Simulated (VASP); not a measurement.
Runs of VASP 6.6.1 on Rh. The structure is that of space group Im-3m (No. 229), or close to it. The cells are those of the table. 

| task | cell | cutoff (eV) | k mesh for the DOS | occupations for the DOS | gap on the mesh (eV) | pressure (GPa) |
| --- | --- | --- | --- | --- | --- | --- |
| relaxation of cell and atoms | relaxed from a = 2.633 Å, angles 109.5°, 1 atom | 600 | - | - | none | 0.0 |
| single point | a = 2.520 Å, angles 109.5°, 1 atom | 520 | - | - | none | (a) |
| single point | a = 2.615 Å, angles 109.5°, 1 atom | 520 | - | - | none | 13.6 |
| single point | a = 2.417 Å, angles 109.5°, 1 atom | 520 | - | - | none | 137.7 |

Alike in all rows: level PBE; potentials or basis VASP PAW PBE potentials, release 64 (Rh_pv); no spin polarisation; k mesh 17 × 17 × 17; smearing fermi-dirac 0.1 eV.

Problem. Estimate the missing entries.

Solution. (a) 57.0.

A k mesh can miss the band edges, and the runs leave out spin-orbit coupling on Rh.

A gap of «none» marks levels without a gap at the run's occupations.
